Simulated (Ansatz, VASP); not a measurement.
## LaScSe2 in VASP and in Ansatz

INCAR

```
PREC = Accurate
ENCUT = 520
EDIFF = 1E-7
ISMEAR = 1
SIGMA = 0.005
LREAL = F
LASPH = T
NELM = 100
ALGO = Normal
ISIF = 2
LWAVE = F
LCHARG = F
GGA = PE
NBANDS = 25
```

KPOINTS

```
Automatic mesh
0
Gamma
  6 6 6
```

The input POSCAR:

```
LaScSe2
1.0
    3.9245440000      0.0000000000      0.0000000000
   -1.9622720000      3.3987580000      0.0000000000
    0.0000000000     -2.2658360000      7.4243980000
Se La Sc
2 1 1
Direct
    0.2322000000      0.4644000000      0.6966000000
    0.7678000000      0.5356000000      0.3034000000
    0.5000000000      0.0000000000      0.5000000000
    0.0000000000      0.0000000000      0.0000000000
```

Input for Ansatz:

```yaml
crystal:
  lattice:
    - [3.924544, 0.0, 0.0]
    - [-1.962272, 3.398758, 0.0]
    - [0.0, -2.265836, 7.424398]
  atoms:
    - { symbol: Se, position: [0.2322, 0.4644, 0.6966] }
    - { symbol: Se, position: [0.7678, 0.5356, 0.3034] }
    - { symbol: La, position: [0.5, 0.0, 0.5] }
    - { symbol: Sc, position: [0.0, 0.0, 0.0] }
  symmetry: { tolerance: 0.0003 }
kpoints:
  mp_grid: { grid: [6, 6, 6], shift: [0, 0, 0] }
magnetization:
  spin_polarized: false
scf:
  occupations: { method: cold, width: 0.005 }
hamiltonian:
  pseudopotentials: { kind: paw }
  xc: pbe
basis:
  ecutwfc: 420
output:
  forces: true
  stress: true
  eigenvalues: true
  write_density: true
  write_potential: true
  elf: true
  volumetric_format: npy
```

Alike in both runs: task single point; functional PBE; k mesh 6 × 6 × 6; no spin polarisation.

|  | VASP | Ansatz |
| --- | --- | --- |
| version | VASP 6.6.1 | Ansatz 0.2.0 |
| potentials or method | VASP PAW PBE potentials, release 64 (Se, La, Sc_sv), cutoff 520 eV | PAW plane waves |
| occupations | methfessel-paxton of order 1, width 0.005 eV | cold, width 0.005 eV |
| valence electrons in the cell | 34 | 54 |

```tsv
	VASP	Ansatz	Ansatz less VASP
gap on the k mesh at the Fermi level (eV)	none	none	-
pressure (GPa)	13.7	13.6	-0.02
traceless stress, the component that is largest in VASP (GPa)	-7.01	-7.03	-0.019
rms of the force components (eV/Å)	1.910	1.911	+0.0014
```

Atom by atom the forces differ by 0.001 eV/Å (rms over components). A gap of «none» marks a metal or a gap that the smearing closes. VASP's potentials hold 34 valence electrons a cell and Ansatz's 54, so a difference there can come from the potentials and not from the codes. Ansatz's warnings: structure snapped to symmetry.

Spin-orbit coupling is off throughout.
